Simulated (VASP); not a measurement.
Write the native input for VASP 6.6.1 that does the following.

```
Task                   : single point
Functional             : LDA
Potentials or basis    : VASP PAW LDA potentials, release 64 (Na_pv, La, Mn_pv, Mo_sv, O)
Cutoff                 : 520 eV
k mesh                 : 6 × 6 × 6
Occupations            : fermi-dirac, width 0.05 eV
Spin                   : collinear spin, ferromagnetic start
Starting moments       : [0.0, 0.0, 4.0, 1.0, 0.0, 0.0, 0.0, 0.0, 0.0, 0.0] μB
Dipole correction      : no
Further INCAR settings : ALGO = Normal; EDIFF = 1e-07; NBANDS = 56
```

The structure of NaLaMnMoO6 lies in POSCAR:

```
NaLaMnMoO6
1.0
    0.0000000000      3.8625900000      3.8625900000
    3.8625900000      0.0000000000      3.8625900000
    3.8625900000      3.8625900000      0.0000000000
Na La Mn Mo O
1 1 1 1 6
Direct
    0.2500000000      0.2500000000      0.2500000000
    0.7500000000      0.7500000000      0.7500000000
    0.5000000000      0.5000000000      0.5000000000
    0.0000000000      0.0000000000      0.0000000000
    0.7466200000      0.2533800000      0.2533800000
    0.2533800000      0.2533800000      0.7466200000
    0.2533800000      0.7466200000      0.2533800000
    0.7466200000      0.2533800000      0.7466200000
    0.7466200000      0.7466200000      0.2533800000
    0.2533800000      0.7466200000      0.7466200000
```

These files were run (other wordings do the same):

INCAR

```
SYSTEM = NaLaMnMoO6
  PREC = Accurate
  ENCUT = 520
  EDIFF = 1E-7
  ISMEAR = -1
  SIGMA = 0.05
  LREAL = .FALSE.
  LASPH = .TRUE.
  NELM = 150
  ALGO = Normal
  ISIF = 2
  LWAVE = .FALSE.
  LCHARG = .FALSE.
  ISPIN = 2
  MAGMOM = 0 0 4 1 0 0 0 0 0 0
  LORBIT = 11
  LMAXMIX = 6
  NBANDS = 56
```

KPOINTS

```
Automatic mesh
0
G
  6 6 6
  0 0 0
```

Potentials or basis: VASP PAW LDA potentials, release 64 (Na_pv, La, Mn_pv, Mo_sv, O).

The run is started by

```console
$ cat potpaw_LDA.64/Na_pv/POTCAR potpaw_LDA.64/La/POTCAR potpaw_LDA.64/Mn_pv/POTCAR potpaw_LDA.64/Mo_sv/POTCAR potpaw_LDA.64/O/POTCAR > POTCAR
$ mpirun -np 1 vasp_std > vasp.out
```

Results of the run:

```json
{"Pressure": "-12.2 GPa", "Largest force": "0.146 eV/Å", "Net moment": "-1.14 μB per cell", "Site moments": "Na -0.00; La +0.03; Mn -1.68; Mo +0.54; O -0.01 μB", "Valence electrons inside the program's atomic spheres": "Na 6.01; La 8.41; Mn 11.83; Mo 12.40; O 5.00"}
```

Caveat: the cell stands under tension; a cell with one magnetic atom can't hold antiferromagnetic order, which such compounds often take.

Wall time 6.6 min on 1 thread of Intel(R) Xeon(R) Platinum 8488C (Sapphire Rapids), on a shared host, peak memory 0.34 GiB.
